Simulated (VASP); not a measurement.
# SnO2 (P4_2/nmc) in VASP: further runs

SnO2 is run at these levels: PBEsol, r2SCAN, PBE; tasks: single point.

All numbers are computed with VASP 6.6.1; they aren't measurements. Logs are shortened: lines on timing, memory, paths and dates and some standing lists are left out, and cuts for length are marked.

## 1. The cell of the first run

Symmetry: P4_2/nmc, No. 137, tetragonal system. Conventional cell: a = 3.558 Å, b = 3.558 Å, c = 5.403 Å, α = 90.00°, β = 90.00°, γ = 90.00°. Sn (site symmetry -4m2) has 8 O at 2.03 to 2.47 Å within 2.7 Å. O (site symmetry 2mm) has 4 Sn at 2.03 to 2.47 Å and 6 O at 2.62 to 2.70 Å within 2.8 Å.

## 2. Single point, PBEsol

INCAR reads:

```
SYSTEM = SnO2
PREC = Accurate
ENCUT = 520
EDIFF = 1E-7
ISMEAR = -1
SIGMA = 0.02
LREAL = .FALSE.
LASPH = .TRUE.
NELM = 100
ALGO = Normal
ISIF = 2
LWAVE = .FALSE.
LCHARG = .FALSE.
GGA = PS
NBANDS = 35
```

KPOINTS reads:

```
Automatic mesh
0
G
  6 6 4
  0 0 0
```

POSCAR reads:

```
SnO2
1.0
    3.5576786135      0.0000000000      0.0000000000
    0.0000000000      3.5576786135      0.0000000000
    0.0000000000      0.0000000000      5.4034103435
Sn O
2 4
Direct
    0.5000000000      0.5000000000      0.5000000000
    0.0000000000      0.0000000000      0.0000000000
    0.0000000000      0.5000000000      0.6819796671
    0.5000000000      0.0000000000      0.8180203329
    0.5000000000      0.0000000000      0.3180203329
    0.0000000000      0.5000000000      0.1819796671
```

Potentials or basis: VASP PAW PBE potentials, release 64 (Sn_d, O).

The run is started by

```console
$ cat potpaw_PBE.64/Sn_d/POTCAR potpaw_PBE.64/O/POTCAR > POTCAR
$ mpirun -np 1 vasp_std > vasp.out
```

OUTCAR:

```text
SYSTEM = SnO2
   PREC = Accurate
   ENCUT = 520
   EDIFF = 1E-7
   ISMEAR = -1
   LREAL = .FALSE.
   LASPH = .TRUE.
   NELM = 100
   ISIF = 2
   GGA = PS

 ion  position               nearest neighbor table
   1  0.500  0.500  0.500-   3 2.03   5 2.03   5 2.03   3 2.03   4 2.47   4 2.47   6 2.47   6 2.47
                             2 3.69   2 3.69   2 3.69   2 3.69   2 3.69   2 3.69   2 3.69   2 3.69
   2  0.000  0.000  0.000-   4 2.03   6 2.03   6 2.03   4 2.03   3 2.47   5 2.47   3 2.47   5 2.47
                             1 3.69   1 3.69   1 3.69   1 3.69   1 3.69   1 3.69   1 3.69   1 3.69
   3  0.000  0.500  0.682-   1 2.03   1 2.03   2 2.47   2 2.47
   4  0.500  0.000  0.818-   2 2.03   2 2.03   1 2.47   1 2.47
   5  0.500  0.000  0.318-   1 2.03   1 2.03   2 2.47   2 2.47
   6  0.000  0.500  0.182-   2 2.03   2 2.03   1 2.47   1 2.47

  LATTYP: Found a simple tetragonal cell.
 ALAT       =     3.5576786135
 C/A-ratio  =     1.5188022670

  Lattice vectors:

 A1 = (   3.5576786135,   0.0000000000,   0.0000000000)
 A2 = (   0.0000000000,   3.5576786135,   0.0000000000)
 A3 = (   0.0000000000,   0.0000000000,   5.4034103435)

Analysis of symmetry for initial positions (statically):
=====================================================================
 Subroutine PRICEL returns:
 Original cell was already a primitive cell.

 Routine SETGRP: Setting up the symmetry group for a
 simple tetragonal supercell.

 Subroutine GETGRP returns: Found 16 space group operations
 (whereof  8 operations were pure point group operations)
 out of a pool of 16 trial point group operations.

The static configuration has the point symmetry D_2d.
 The point group associated with its full space group is D_4h.

Analysis of symmetry for dynamics (positions and initial velocities):
=====================================================================
 Subroutine PRICEL returns:
 Original cell was already a primitive cell.

 Routine SETGRP: Setting up the symmetry group for a
 simple tetragonal supercell.

 Subroutine GETGRP returns: Found 16 space group operations
 (whereof  8 operations were pure point group operations)
 out of a pool of 16 trial point group operations.

The dynamic configuration has the point symmetry D_2d.
 The point group associated with its full space group is D_4h.

 Subroutine INISYM returns: Found 16 space group operations
[... 105 lines left out ...]
   EDIFF  = 0.1E-06   stopping-criterion for ELM
   LREAL  =      F    real-space projection
   EDIFFG = 0.1E-05   stopping-criterion for IOM
   NSW    =      0    number of steps for IOM
   IBRION =     -1    ionic relax: 0-MD 1-quasi-New 2-CG
   NFREE  =      0    steps in history (QN), initial steepest desc. (CG)
   ISIF   =      2    stress and relaxation
   ISYM   =      2    0-nonsym 1-usesym 2-fastsym
   POTIM  = 0.5000    time-step for ionic-motion
   TEBEG  =    0.0;   TEEND  =   0.0 temperature during run
   PSTRESS=    0.0 pullay stress
   NELECT =      52.0000    total number of electrons
   NUPDOWN=      -1.0000    fix difference up-down
   EMIN   =  10.00;   EMAX   =-10.00  energy-range for DOS
   EFERMI =   0.00;   METHOD = LEGACY
   ISMEAR =    -1;   SIGMA  =   0.02  broadening in eV -4-tet -1-fermi 0-gaus
   EFERMI_NEDOS =   21; number of points for ismear=-14 and -15
   IALGO  =     38    algorithm
   IMIX   =      4    mixing-type and parameters
     AMIX     =   0.40;   BMIX     =  1.00
     AMIX_MAG =   1.60;   BMIX_MAG =  1.00
  volume/ion in A,a.u.               =      11.40        76.92
  Fermi-wavevector in a.u.,A,eV,Ry     =   1.494200  2.823629 30.376837  2.232635
  Thomas-Fermi vector in A             =   2.606503
   LORBIT       =      0    0 simple, 1 ext, 2 COOP (PROOUT), +10 PAW based schemes
   GGA     = PS    functional components
   LHFCALC =     F    Hartree Fock is set to
   AEXX    =    0.0000 exact exchange contribution
   IVDW    =     0    specifies the selected vdW correction
   LEPSILON=     F    determine dielectric tensor
   LRPA    =     F    only Hartree local field effects (RPA)
 non-spin polarized calculation
  energy-cutoff  :      520.00
  volume of cell :       68.39
 maximum number of plane-waves:      1868
 NGX is ok and might be reduce to    28
   NGX = 13   NGY = 13   NGZ = 21

 number of electron      52.0000059 magnetization

 Free energy of the ion-electron system (eV)
  ---------------------------------------------------
  ext. energy  EPLUGINS =         0.00000000
  ---------------------------------------------------
  free energy    TOTEN  =       -38.81348397 eV

  energy without entropy =      -38.81348397  energy(sigma->0) =      -38.81348397

 E-fermi :   7.0618     XC(G=0): -11.9183

 val. band max:        6.5806976852   @ k =   0.5000   0.5000   0.0000
 cond. band min:       7.5040415172   @ k =   0.0000   0.0000   0.0000
 fundamental gap:      0.9233438320
 Fermi energy:         7.0618104600

 k-point     1 :       0.0000    0.0000    0.0000
  band No.  band energies     occupation
      1     -14.0308      2.00000
      2     -13.7560      2.00000
      3     -13.3369      2.00000
      4     -13.3256      2.00000
      5     -13.3256      2.00000
      6     -13.2493      2.00000
[... 901 lines left out ...]
     34      17.4612      0.00000
     35      20.3342      0.00000

 [... further k-points ...]

------------------------ aborting loop because EDIFF is reached ----------------------------------------

  FORCE on cell =-STRESS in cart. coord.  units (eV):
  Direction    XX          YY          ZZ          XY          YZ          ZX
  --------------------------------------------------------------------------------------
  -------------------------------------------------------------------------------------
  Total        0.2727330      0.2727330      0.1219348      0.0000000      0.0000000     -0.0000000
  in kB        6.3892050      6.3892050      2.8565163      0.0000000      0.0000000     -0.0000000
  external PRESSURE =       5.2116421 kB  Pullay stress =       0.0000000 kB

 VOLUME and BASIS-vectors are now :
 -----------------------------------------------------------------------------
  energy-cutoff  :      520.00
  volume of cell :       68.39
      direct lattice vectors                 reciprocal lattice vectors
     3.557678613  0.000000000  0.000000000     0.281082163  0.000000000  0.000000000
     0.000000000  3.557678613  0.000000000     0.000000000  0.281082163  0.000000000
     0.000000000  0.000000000  5.403410344     0.000000000  0.000000000  0.185068306

 POSITION                                       TOTAL-FORCE (eV/Angst)
 -----------------------------------------------------------------------------------
      1.77884      1.77884      2.70171        -0.000000      0.000000      0.000000
      0.00000      0.00000      0.00000         0.000000      0.000000      0.000000
      0.00000      1.77884      3.68502        -0.000000      0.000000      0.042644
      1.77884      0.00000      4.42010         0.000000      0.000000     -0.042644
      1.77884      0.00000      1.71839         0.000000      0.000000     -0.042644
      0.00000      1.77884      0.98331        -0.000000     -0.000000      0.042644
 -----------------------------------------------------------------------------------
    total drift:                                0.000000      0.000000      0.000000

  FREE ENERGIE OF THE ION-ELECTRON SYSTEM (eV)
  ---------------------------------------------------
  free  energy   TOTEN  =       -38.8134839735 eV

  energy  without entropy=      -38.8134839735  energy(sigma->0) =      -38.81348397
```

Run time: 40 s. Hardware: 1 thread of AMD EPYC 9R45 (Zen 5), shared host; peak memory 0.18 GiB.

Results:

* Free energy: -38.8135 eV
* Pressure: 0.5 GPa
* Largest force: 0.043 eV/Å
* Band gap on the k mesh: 0.92 eV (least direct gap 1.03 eV)

Forces in eV/Å, atoms in the order of the input:
```
Sn   0.000  0.000  0.000
Sn   0.000  0.000  0.000
O    0.000  0.000  0.043
O    0.000  0.000 -0.043
O    0.000  0.000 -0.043
O    0.000  0.000  0.043
```

Caveat: the PAW data sets were made with another functional, which shifts forces and pressure a little; spin-orbit coupling is left out, which moves the levels of the heavy elements. A k mesh can miss the band edges.

## 3. Single point, r2SCAN

POSCAR reads:

```
SnO2
1.0
    3.5490131225      0.0000000000      0.0000000000
    0.0000000000      3.5490131225      0.0000000000
    0.0000000000      0.0000000000      5.4292608834
Sn O
2 4
Direct
    0.5000000000      0.5000000000      0.5000000000
    0.0000000000      0.0000000000      0.0000000000
    0.0000000000      0.5000000000      0.6771525376
    0.5000000000      0.0000000000      0.8228474624
    0.5000000000      0.0000000000      0.3228474624
    0.0000000000      0.5000000000      0.1771525376
```

INCAR.step1 reads:

```
PREC = Accurate
ENCUT = 520
ISMEAR = -1
SIGMA = 0.02
LREAL = F
LASPH = T
NELM = 60
NBANDS = 35
GGA = PE
ALGO = Normal
EDIFF = 1E-4
LWAVE = T
LCHARG = F
```

INCAR.step2 reads:

```
PREC = Accurate
ENCUT = 520
EDIFF = 1E-6
ISMEAR = -1
SIGMA = 0.02
LREAL = F
LASPH = T
NELM = 60
ALGO = Normal
ISIF = 2
LWAVE = F
LCHARG = T
METAGGA = R2SCAN
LMIXTAU = T
LELF = T
LVHAR = T
NBANDS = 35
ISTART = 1
```

KPOINTS reads:

```
Automatic mesh
0
Gamma
  6 6 4
```

Potentials or basis: VASP PAW PBE potentials, release 64 (Sn_d, O).

The run is started by

```console
$ cat potpaw_PBE.64/Sn_d/POTCAR potpaw_PBE.64/O/POTCAR > POTCAR
$ cp INCAR.step1 INCAR
$ mpirun -np 1 vasp_std > vasp.out
$ cp INCAR.step2 INCAR
$ mpirun -np 1 vasp_std > vasp.out
```

It took 3.2 min on 1 thread of AMD EPYC 9R45 (Zen 5), shared host; peak memory 0.18 GiB.

Results (log left out):

- Free energy: -83.5572 eV
- Pressure: 1.2 GPa
- Largest force: 0.063 eV/Å
- Band gap on the k mesh: 1.72 eV (least direct gap 1.85 eV)

Forces in eV/Å, atoms in the order of the input:
```
Sn   0.000  0.000  0.000
Sn   0.000  0.000  0.000
O    0.000  0.000  0.063
O    0.000  0.000 -0.063
O    0.000  0.000 -0.063
O    0.000  0.000  0.063
```

Stress tensor (GPa, compression positive):
```
1.34 0.00 0.00
0.00 1.34 0.00
0.00 0.00 0.82
```

Levels at points of the mesh, in eV from the valence-band top:
```csv
k point,band 22,band 23,band 24,band 25,band 26,band 27,band 28,band 29,band 30,band 31
"(0.00, 0.00, 0.00)",-1.79,-0.80,-0.39,-0.13,-0.13,1.72,4.88,8.23,8.66,10.66
"(0.50, 0.00, 0.00)",-1.52,-1.18,-1.18,-0.48,-0.48,5.32,5.32,8.66,8.66,11.68
"(0.50, 0.50, 0.00)",-1.24,-0.41,-0.41,0.00,0.00,6.59,6.59,8.43,8.43,11.97
"(0.00, 0.00, 0.50)",-1.57,-1.11,-1.11,-0.08,-0.08,4.25,4.25,7.35,7.35,12.05
"(0.50, 0.00, 0.50)",-1.76,-1.32,-1.32,-1.24,-1.24,5.59,5.59,9.33,9.33,11.43
"(0.50, 0.50, 0.50)",-2.61,-0.44,-0.44,-0.41,-0.41,6.96,6.96,10.82,10.82,10.82
```

Caveat: the PAW data sets were made with another functional, which shifts forces and pressure a little; spin-orbit coupling is left out, which moves the levels of the heavy elements. A k mesh can miss the band edges.

## 4. Single point, PBE

INCAR reads:

```
PREC = Accurate
ENCUT = 520
EDIFF = 1E-6
ISMEAR = -1
SIGMA = 0.02
LREAL = False
LASPH = True
NELM = 100
ALGO = Normal
ISIF = 2
LWAVE = False
LCHARG = True
GGA = PE
LELF = True
LVHAR = True
NBANDS = 35
```

KPOINTS reads:

```
regular mesh
0
Gamma
  8 8 6
```

POSCAR is that of step 3.

The run is started by

```console
$ cat potpaw_PBE.64/Sn_d/POTCAR potpaw_PBE.64/O/POTCAR > POTCAR
$ mpirun -np 1 vasp_std > vasp.out
```

Run time: 93 s. Hardware: 1 thread of AMD EPYC 9R45 (Zen 5), shared host; peak memory 0.21 GiB.

Results (log left out):

```
Free energy            : -36.2805 eV
Pressure               : 8.9 GPa
Largest force          : 0.287 eV/Å
Band gap on the k mesh : 1.12 eV (least direct gap 1.21 eV)
```

Forces in eV/Å, atoms in the order of the input:
```
Sn   0.000  0.000  0.000
Sn   0.000  0.000  0.000
O    0.000  0.000  0.287
O    0.000  0.000 -0.287
O    0.000  0.000 -0.287
O    0.000  0.000  0.287
```

Stress tensor (GPa, compression positive):
```
9.25 0.00 0.00
0.00 9.25 0.00
0.00 0.00 8.06
```

Levels at points of the mesh, in eV from the valence-band top:
```csv
k point,band 22,band 23,band 24,band 25,band 26,band 27,band 28,band 29,band 30,band 31
"(0.00, 0.00, 0.00)",-1.82,-0.81,-0.39,-0.10,-0.10,1.12,4.26,7.42,7.85,9.79
"(0.50, 0.00, 0.00)",-1.51,-1.12,-1.12,-0.47,-0.47,4.65,4.65,7.93,7.93,10.76
"(0.50, 0.50, 0.00)",-1.21,-0.40,-0.40,0.00,0.00,5.87,5.87,7.59,7.59,11.29
"(0.00, 0.00, 0.50)",-1.57,-1.10,-1.10,-0.05,-0.05,3.65,3.65,6.67,6.67,11.12
"(0.50, 0.00, 0.50)",-1.77,-1.26,-1.26,-1.22,-1.22,4.92,4.92,8.63,8.63,10.49
"(0.50, 0.50, 0.50)",-2.59,-0.41,-0.41,-0.41,-0.41,6.22,6.22,9.91,9.91,9.91
```

Caveat: the cell stands under pressure; spin-orbit coupling is left out, which moves the levels of the heavy elements.

## 5. Single point, PBE

This run uses another cell than the first one, of 11.90 Å³/atom.

INCAR reads:

```
PREC = Accurate
ENCUT = 520
EDIFF = 1E-7
ISMEAR = -1
SIGMA = 0.02
LREAL = False
LASPH = True
NELM = 60
ALGO = Normal
ISIF = 2
LWAVE = False
LCHARG = False
GGA = PE
NBANDS = 35
```

KPOINTS reads:

```
Automatic mesh
0
Gamma
  8 8 6
```

POSCAR reads:

```
SnO2
1.0
    3.5927301822      0.0000000000      0.0000000000
    0.0000000000      3.5927301822      0.0000000000
    0.0000000000      0.0000000000      5.5321121962
Sn O
2 4
Direct
    0.5000000000      0.5000000000      0.5000000000
    0.0000000000      0.0000000000      0.0000000000
    0.0000000000      0.5000000000      0.6768050174
    0.5000000000      0.0000000000      0.8231949826
    0.5000000000      0.0000000000      0.3231949826
    0.0000000000      0.5000000000      0.1768050174
```

The run is started by

```console
$ cat potpaw_PBE.64/Sn_d/POTCAR potpaw_PBE.64/O/POTCAR > POTCAR
$ mpirun -np 1 vasp_std > vasp.out
```

It took 1.7 min on 1 thread of AMD EPYC 9R45 (Zen 5), shared host; peak memory 0.21 GiB.

Results (log left out):

```yaml
Free_energy: -36.3674 eV
Pressure: 0.5 GPa
Largest_force: 0.047 eV/Å
Band_gap_on_the_k_mesh: 0.77 eV (least direct gap 0.82 eV)
```

Forces on the atoms (eV/Å):
```
Sn   0.000  0.000  0.000
Sn   0.000  0.000  0.000
O    0.000  0.000  0.047
O    0.000  0.000 -0.047
O    0.000  0.000 -0.047
O    0.000  0.000  0.047
```

Stress tensor (GPa, compression positive):
```
0.64 0.00 0.00
0.00 0.64 0.00
0.00 0.00 0.26
```

Levels at points of the mesh, in eV from the valence-band top:
| k point | band 23 | band 24 | band 25 | band 26 | band 27 | band 28 | band 29 | band 30 |
| --- | --- | --- | --- | --- | --- | --- | --- | --- |
| (0.00, 0.00, 0.00) | -0.92 | -0.41 | -0.05 | -0.05 | 0.77 | 4.00 | 7.21 | 7.48 |
| (0.50, 0.00, 0.00) | -1.04 | -1.04 | -0.50 | -0.50 | 4.29 | 4.29 | 7.66 | 7.66 |
| (0.50, 0.50, 0.00) | -0.42 | -0.42 | 0.00 | 0.00 | 5.52 | 5.52 | 7.22 | 7.22 |
| (0.00, 0.00, 0.50) | -1.09 | -1.09 | 0.00 | 0.00 | 3.28 | 3.28 | 6.52 | 6.52 |
| (0.50, 0.00, 0.50) | -1.18 | -1.18 | -1.16 | -1.16 | 4.53 | 4.53 | 8.37 | 8.37 |
| (0.50, 0.50, 0.50) | -0.41 | -0.41 | -0.38 | -0.38 | 5.81 | 5.81 | 9.47 | 9.47 |

Caveat: semilocal functionals underestimate gaps, and a narrow one can read as zero; spin-orbit coupling is left out, which moves the levels of the heavy elements. A k mesh can miss the band edges.

## 6. Overview

```tsv
level	cell	k mesh	gap on the mesh (eV)	pressure (GPa)	largest force (eV/Å)
PBEsol	a = 3.558, b = 3.558, c = 5.403 Å, 6 atoms, atomic positions A	6 × 6 × 4	0.92	0.5	0.04
r2SCAN	a = 3.549, b = 3.549, c = 5.429 Å, 6 atoms, atomic positions B	6 × 6 × 4	1.72	1.2	0.06
PBE	a = 3.549, b = 3.549, c = 5.429 Å, 6 atoms, atomic positions B	8 × 8 × 6	1.12	8.9	0.29
PBE	a = 3.593, b = 3.593, c = 5.532 Å, 6 atoms, atomic positions C	8 × 8 × 6	0.77	0.5	0.05
```

Alike in all rows: task single point; potentials or basis VASP PAW PBE potentials, release 64 (Sn_d, O); no spin polarisation; cutoff (eV) 520; smearing fermi-dirac 0.02 eV.

Caveats: spin-orbit coupling is left out, which moves the levels of the heavy elements; the PAW data sets were made with another functional, which shifts forces and pressure a little (at least some runs); the cell stands under pressure (at least some runs); semilocal functionals underestimate gaps, and a narrow one can read as zero (at least some runs).

Absolute energies hang on the potentials; compare differences alone.
